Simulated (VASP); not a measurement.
# Ge in VASP: further runs

Ge is run at these levels: PBE; tasks: single point.

Everything below comes from runs of VASP 6.6.1. Logs are shortened: lines on timing, memory, paths and dates and some standing lists are left out, and cuts for length are marked.

## 1. The cell of the first run

It takes space group Imma (No. 74, orthorhombic). The conventional cell has a = 4.033 Å, b = 4.114 Å, c = 5.588 Å, α = 90.00°, β = 90.00°, γ = 90.00°. Within 3.2 Å of Ge (site symmetry mm2) lie 4 Ge at 2.45 to 2.49 Å.

## 2. Single point, PBE (engineering shear strain xy -0.0200, normal strain along z -0.0300)

The input, INCAR:

```
SYSTEM = Ge
PREC = Accurate
ENCUT = 520
EDIFF = 1E-6
ISMEAR = 0
SIGMA = 0.15
LREAL = .False.
LASPH = .True.
NELM = 80
ALGO = Normal
ISIF = 2
LWAVE = .False.
LCHARG = .False.
GGA = PE
NBANDS = 21
```

The input, KPOINTS:

```
regular mesh
0
Gamma
  14 14 14
  0 0 0
```

The input, POSCAR:

```
Ge
1.0
   -0.0288053477      2.8805347716      2.7941187285
    2.8805347716     -0.0288053477      2.7941187285
    2.8517294239      2.8517294239      0.0000000000
Ge
2
Direct
    0.5000000000      0.5000000000      0.5000000000
    0.7500000000      0.7500000000      0.7500000000
```

Potentials or basis: VASP PAW PBE potentials, release 64 (Ge_d).

Run with:

```sh
> cat potpaw_PBE.64/Ge_d/POTCAR > POTCAR
> mpirun -np 1 vasp_std > vasp.out
```

OUTCAR:

```text
SYSTEM = Ge
   PREC = Accurate
   ENCUT = 520
   EDIFF = 1E-6
   ISMEAR = 0
   LREAL = .False.
   LASPH = .True.
   NELM = 80
   ISIF = 2
   GGA = PE

 ion  position               nearest neighbor table
   1  0.500  0.500  0.500-   2 2.45   2 2.45   2 2.49   2 2.49
   2  0.750  0.750  0.750-   1 2.45   1 2.45   1 2.49   1 2.49

  LATTYP: Found a body centered orthorhombic cell.
 ALAT       =     4.0329544275
 B/A-ratio  =     1.0202020202
 C/A-ratio  =     1.3856435914

  Lattice vectors:

 A1 = (   0.0288053477,  -2.8805347716,  -2.7941187285)
 A2 = (  -0.0288053477,   2.8805347716,  -2.7941187285)
 A3 = (   2.8805347716,  -0.0288053477,   2.7941187285)

Analysis of symmetry for initial positions (statically):
=====================================================================
 Subroutine PRICEL returns:
 Original cell was already a primitive cell.

 Routine SETGRP: Setting up the symmetry group for a
 body centered orthorhombic supercell.

 Subroutine GETGRP returns: Found  8 space group operations
 (whereof  4 operations were pure point group operations)
 out of a pool of  8 trial point group operations.

The static configuration has the point symmetry C_2v.
 The point group associated with its full space group is D_2h.

Analysis of symmetry for dynamics (positions and initial velocities):
=====================================================================
 Subroutine PRICEL returns:
 Original cell was already a primitive cell.

 Routine SETGRP: Setting up the symmetry group for a
 body centered orthorhombic supercell.

 Subroutine GETGRP returns: Found  8 space group operations
 (whereof  4 operations were pure point group operations)
 out of a pool of  8 trial point group operations.

The dynamic configuration has the point symmetry C_2v.
 The point group associated with its full space group is D_2h.

 Subroutine INISYM returns: Found  8 space group operations
 (whereof  4 operations are pure point group operations),
 and found     1 'primitive' translations

----------------------------------------------------------------------------------------

                                     Primitive cell

  volume of cell :      46.3637

  direct lattice vectors                    reciprocal lattice vectors
    -0.028805348  2.880534772  2.794118728    -0.171860277  0.171860277  0.178947299
     2.880534772 -0.028805348  2.794118728     0.171860277 -0.171860277  0.178947299
     2.851729424  2.851729424  0.000000000     0.175332202  0.175332202 -0.178947299

  length of vectors
     4.013154593  4.013154593  4.032954427     0.301817902  0.301817902  0.305785706

  position of ions in fractional coordinates (direct lattice)
     0.500000000  0.500000000  0.500000000
     0.750000000  0.750000000  0.750000000

  ion indices of the primitive-cell ions
   primitive index   ion index
                 1           1
                 2           2

----------------------------------------------------------------------------------------

 KPOINTS: regular mesh

Automatic generation of k-mesh.
 Grid dimensions read from file:
 generate k-points for:   14   14   14

 Generating k-lattice:

  Cartesian coordinates                     Fractional coordinates (reciprocal lattice)
    -0.012275734  0.012275734  0.012781950     0.071428571  0.000000000  0.000000000
     0.012275734 -0.012275734  0.012781950     0.000000000  0.071428571  0.000000000
     0.012523729  0.012523729 -0.012781950    -0.000000000 -0.000000000  0.071428571

  Length of vectors
     0.021558422  0.021558422  0.021841836

  Shift w.r.t. Gamma in fractional coordinates (k-lattice)
     0.000000000  0.000000000  0.000000000

 Subroutine IBZKPT returns following result:
 ===========================================

 Found    428 irreducible k-points:

 Following reciprocal coordinates:
            Coordinates               Weight
  0.000000  0.000000  0.000000      1.000000
  0.071429  0.000000  0.000000      4.000000
  0.142857 -0.000000  0.000000      4.000000
  0.214286  0.000000  0.000000      4.000000
  0.285714 -0.000000  0.000000      4.000000
  0.357143  0.000000  0.000000      4.000000
[... 16 lines left out ...]
  0.214286  0.142857  0.000000      4.000000
  0.285714  0.142857  0.000000      4.000000
 [... further k-points ...]
   k-points           NKPTS =    428   k-points in BZ     NKDIM =    428   number of bands    NBANDS=     21
   number of dos      NEDOS =    301   number of ions     NIONS =      2
   total plane-waves  NPLWV =  27000
   dimension x,y,z NGX =    30 NGY =   30 NGZ =   30
   dimension x,y,z NGXF=    60 NGYF=   60 NGZF=   60
   ions per type =               2
   NGX,Y,Z   is equivalent  to a cutoff of  12.43, 12.43, 12.37 a.u.
   NGXF,Y,Z  is equivalent  to a cutoff of  24.86, 24.86, 24.73 a.u.
 SYSTEM =  Ge
   PREC   = accura    normal or accurate (medium, high low for compatibility)
   ISTART =      0    job   : 0-new  1-cont  2-samecut
   ICHARG =      2    charge: 1-file 2-atom 10-const
   ISPIN  =      1    spin polarized calculation?
   LNONCOLLINEAR =      F non collinear calculations
   LSORBIT =      F    spin-orbit coupling
   LASPH  =      T    aspherical Exc in radial PAW
   ENCUT  =  520.0 eV  38.22 Ry    6.18 a.u.   7.46  7.46  7.50*2*pi/ulx,y,z
   NELM   =     80;   NELMIN=  2; NELMDL= -5     # of ELM steps
   EDIFF  = 0.1E-05   stopping-criterion for ELM
   LREAL  =      F    real-space projection
   EDIFFG = 0.1E-04   stopping-criterion for IOM
   NSW    =      0    number of steps for IOM
   IBRION =     -1    ionic relax: 0-MD 1-quasi-New 2-CG
   NFREE  =      0    steps in history (QN), initial steepest desc. (CG)
   ISIF   =      2    stress and relaxation
   ISYM   =      2    0-nonsym 1-usesym 2-fastsym
   POTIM  = 0.5000    time-step for ionic-motion
   TEBEG  =    0.0;   TEEND  =   0.0 temperature during run
   PSTRESS=    0.0 pullay stress
   NELECT =      28.0000    total number of electrons
   NUPDOWN=      -1.0000    fix difference up-down
   EMIN   =  10.00;   EMAX   =-10.00  energy-range for DOS
   EFERMI =   0.00;   METHOD = LEGACY
   ISMEAR =     0;   SIGMA  =   0.15  broadening in eV -4-tet -1-fermi 0-gaus
   EFERMI_NEDOS =   21; number of points for ismear=-14 and -15
   IALGO  =     38    algorithm
   IMIX   =      4    mixing-type and parameters
     AMIX     =   0.40;   BMIX     =  1.00
     AMIX_MAG =   1.60;   BMIX_MAG =  1.00
  volume/ion in A,a.u.               =      23.18       156.44
  Fermi-wavevector in a.u.,A,eV,Ry     =   1.383784  2.614972 26.053225  1.914858
  Thomas-Fermi vector in A             =   2.508349
   LORBIT       =      0    0 simple, 1 ext, 2 COOP (PROOUT), +10 PAW based schemes
   GGA     = PE    functional components
   LHFCALC =     F    Hartree Fock is set to
   AEXX    =    0.0000 exact exchange contribution
   IVDW    =     0    specifies the selected vdW correction
   LEPSILON=     F    determine dielectric tensor
   LRPA    =     F    only Hartree local field effects (RPA)
 non-spin polarized calculation
 Gauss-broadening in eV      SIGMA  =   0.15
  energy-cutoff  :      520.00
  volume of cell :       46.36
 maximum number of plane-waves:      1271
 NGX is ok and might be reduce to    30
   NGX = 15   NGY = 15   NGZ = 15

 number of electron      28.0000005 magnetization

 Free energy of the ion-electron system (eV)
  ---------------------------------------------------
  ext. energy  EPLUGINS =         0.00000000
  ---------------------------------------------------
  free energy    TOTEN  =        -9.01820350 eV

  energy without entropy =       -9.01749341  energy(sigma->0) =       -9.01784846

 E-fermi :   4.7969     XC(G=0):  -9.8146

 val. band max:        4.7750703636   @ k =   0.0000   0.0000   0.5000
 cond. band min:       4.8195274661   @ k =   0.0000   0.0000   0.4286
 fundamental gap:      0.0444571025
 Fermi energy:         4.7969363724

 k-point     1 :       0.0000    0.0000    0.0000
  band No.  band energies     occupation
      1     -20.0279      2.00000
      2     -20.0248      2.00000
      3     -20.0080      2.00000
      4     -19.9867      2.00000
      5     -19.9849      2.00000
      6     -19.8023      2.00000
[... 13 lines left out ...]
     20      13.8931      0.00000
     21      14.4484      0.00000

 k-point     2 :       0.0714    0.0000    0.0000
  band No.  band energies     occupation
      1     -20.0302      2.00000
      2     -20.0264      2.00000
      3     -20.0091      2.00000
      4     -19.9832      2.00000
      5     -19.9809      2.00000
      6     -19.8039      2.00000
[... 13 lines left out ...]
     20      13.5301      0.00000
     21      13.9336      0.00000

 k-point     3 :       0.1429   -0.0000    0.0000
  band No.  band energies     occupation
      1     -20.0351      2.00000
      2     -20.0307      2.00000
      3     -20.0092      2.00000
      4     -19.9750      2.00000
      5     -19.9726      2.00000
      6     -19.8082      2.00000
[... 13 lines left out ...]
     20      13.0926      0.00000
     21      13.3714      0.00000

 k-point     4 :       0.2143    0.0000    0.0000
  band No.  band energies     occupation
      1     -20.0398      2.00000
      2     -20.0357      2.00000
      3     -20.0073      2.00000
      4     -19.9655      2.00000
      5     -19.9642      2.00000
      6     -19.8132      2.00000
[... 13 lines left out ...]
     20      12.9886      0.00000
     21      13.2048      0.00000

 k-point     5 :       0.2857   -0.0000    0.0000
  band No.  band energies     occupation
      1     -20.0433      2.00000
      2     -20.0399      2.00000
      3     -20.0046      2.00000
      4     -19.9575      2.00000
      5     -19.9572      2.00000
      6     -19.8174      2.00000
[... 13 lines left out ...]
     20      13.3377      0.00000
     21      13.3446      0.00000
[... 382 lines left out ...]
     20      12.9091      0.00000
     21      13.5122      0.00000

 k-point    22 :       0.1429    0.1429    0.0000
  band No.  band energies     occupation
      1     -20.0334      2.00000
      2     -20.0284      2.00000
      3     -20.0150      2.00000
      4     -19.9756      2.00000
      5     -19.9616      2.00000
      6     -19.8213      2.00000
[... 13 lines left out ...]
     20      12.7426      0.00000
     21      14.2501      0.00000

 k-point    23 :       0.2143    0.1429    0.0000
  band No.  band energies     occupation
      1     -20.0367      2.00000
      2     -20.0314      2.00000
      3     -20.0146      2.00000
      4     -19.9684      2.00000
      5     -19.9514      2.00000
      6     -19.8330      2.00000
[... 13 lines left out ...]
     20      13.4725      0.00000
     21      14.2817      0.00000

 k-point    24 :       0.2857    0.1429    0.0000
  band No.  band energies     occupation
      1     -20.0405      2.00000
      2     -20.0382      2.00000
      3     -20.0083      2.00000
      4     -19.9596      2.00000
      5     -19.9427      2.00000
      6     -19.8418      2.00000
[... 13 lines left out ...]
     20      13.9812      0.00000
     21      14.4755      0.00000

 [... further k-points ...]

------------------------ aborting loop because EDIFF is reached ----------------------------------------

  FORCE on cell =-STRESS in cart. coord.  units (eV):
  Direction    XX          YY          ZZ          XY          YZ          ZX
  --------------------------------------------------------------------------------------
  -------------------------------------------------------------------------------------
  Total        0.3751697      0.3751697      0.9414355      0.4518054     -0.0000000     -0.0000000
  in kB       12.9646477     12.9646477     32.5329525     15.6129261     -0.0000000     -0.0000000
  external PRESSURE =      19.4874160 kB  Pullay stress =       0.0000000 kB

 VOLUME and BASIS-vectors are now :
 -----------------------------------------------------------------------------
  energy-cutoff  :      520.00
  volume of cell :       46.36
      direct lattice vectors                 reciprocal lattice vectors
    -0.028805348  2.880534772  2.794118728    -0.171860277  0.171860277  0.178947299
     2.880534772 -0.028805348  2.794118728     0.171860277 -0.171860277  0.178947299
     2.851729424  2.851729424  0.000000000     0.175332202  0.175332202 -0.178947299

 POSITION                                       TOTAL-FORCE (eV/Angst)
 -----------------------------------------------------------------------------------
      2.85173      2.85173      2.79412         0.000000      0.000000     -0.171441
      4.27759      4.27759      4.19118        -0.000000     -0.000000      0.171441
 -----------------------------------------------------------------------------------
    total drift:                                0.000000     -0.000000     -0.000000

  FREE ENERGIE OF THE ION-ELECTRON SYSTEM (eV)
  ---------------------------------------------------
  free  energy   TOTEN  =        -9.0182035035 eV

  energy  without entropy=       -9.0174934125  energy(sigma->0) =       -9.01784846
```

Run time: 7.1 min. Hardware: 1 thread of Intel Xeon 6975P-C, shared host; peak memory 0.42 GiB.

What came out:

```yaml
Free_energy: -9.0182 eV
Pressure: 1.9 GPa
Largest_force: 0.171 eV/Å
```

Forces in eV/Å, atoms in the order of the input:
```
Ge   0.000  0.000 -0.171
Ge   0.000  0.000  0.171
```

Levels at points of the mesh, in eV from the Fermi level:
```tsv
k point	band 10	band 11	band 12	band 13	band 14	band 15	band 16	band 17	band 18	band 19
(0.00, 0.00, 0.00)	-24.57	-12.63	-0.23	-0.11	-0.10	0.11	2.42	2.43	2.71	6.34
(0.50, 0.00, 0.00)	-24.55	-10.66	-7.49	-1.49	-1.21	0.15	3.73	3.74	7.14	10.12
(0.50, 0.50, 0.00)	-24.53	-8.84	-8.63	-3.25	-3.07	0.49	0.70	9.28	9.34	11.33
(0.00, 0.00, 0.50)	-24.54	-10.53	-7.56	-1.56	-1.33	-0.02	3.51	3.88	7.06	10.39
(0.50, 0.00, 0.50)	-24.53	-8.88	-8.88	-2.95	-2.95	0.83	0.83	9.20	9.20	11.26
```

Caveat: the cell differs from its parent crystal (engineering shear strain xy -0.0200, normal strain along z -0.0300).

## 3. Single point, PBE (engineering shear strain xy -0.0400, normal strain along z -0.0200)

The input, INCAR:

```
SYSTEM = Ge
  PREC = Accurate
  ENCUT = 520
  EDIFF = 1E-6
  ISMEAR = 0
  SIGMA = 0.15
  LREAL = .False.
  LASPH = .True.
  NELM = 100
  ALGO = Normal
  ISIF = 2
  LWAVE = .False.
  LCHARG = .True.
  GGA = PE
  LELF = .True.
  LVHAR = .True.
  NBANDS = 21
```

KPOINTS is that of step 2.

The input, POSCAR:

```
Ge
1.0
   -0.0576106954      2.8805347716      2.8229240762
    2.8805347716     -0.0576106954      2.8229240762
    2.8229240762      2.8229240762      0.0000000000
Ge
2
Direct
    0.5000000000      0.5000000000      0.5000000000
    0.7500000000      0.7500000000      0.7500000000
```

Potentials or basis: VASP PAW PBE potentials, release 64 (Ge_d).

Run with:

```sh
> cat potpaw_PBE.64/Ge_d/POTCAR > POTCAR
> mpirun -np 1 vasp_std > vasp.out
```

Run time: 8 min. Hardware: 1 thread of Intel Xeon 6975P-C, shared host; peak memory 0.42 GiB.

It converged, with:

| Item | Value |
| --- | --- |
| Free energy | -9.0129 eV |
| Pressure | 1.4 GPa |
| Largest force | 0.327 eV/Å |
| Band gap on the k mesh | zero (band 14 reaches 4.64 eV, above the bottom of band 15 at 4.58 eV) |

Forces in eV/Å, atoms in the order of the input:
```
Ge   0.000  0.000 -0.327
Ge   0.000  0.000  0.327
```

Stress tensor (GPa, compression positive):
```
0.99 3.05 0.00
3.05 0.99 0.00
0.00 0.00 2.24
```

Levels at points of the mesh, in eV from the Fermi level:
| k point | band 10 | band 11 | band 12 | band 13 | band 14 | band 15 | band 16 | band 17 | band 18 | band 19 |
| --- | --- | --- | --- | --- | --- | --- | --- | --- | --- | --- |
| (0.00, 0.00, 0.00) | -24.52 | -12.52 | -0.31 | -0.06 | -0.03 | 0.09 | 2.29 | 2.53 | 2.87 | 6.37 |
| (0.50, 0.00, 0.00) | -24.49 | -10.64 | -7.37 | -1.36 | -1.15 | 0.24 | 3.68 | 3.90 | 7.21 | 9.95 |
| (0.50, 0.50, 0.00) | -24.48 | -8.91 | -8.50 | -3.22 | -2.86 | 0.49 | 0.92 | 9.20 | 9.32 | 11.16 |
| (0.00, 0.00, 0.50) | -24.49 | -10.38 | -7.52 | -1.50 | -1.38 | -0.08 | 3.46 | 3.92 | 7.04 | 10.30 |
| (0.50, 0.00, 0.50) | -24.49 | -8.79 | -8.79 | -2.90 | -2.90 | 0.85 | 0.85 | 9.10 | 9.10 | 11.31 |

Caveat: the cell differs from its parent crystal (engineering shear strain xy -0.0400, normal strain along z -0.0200).

(Continued in part 2 of 2.)
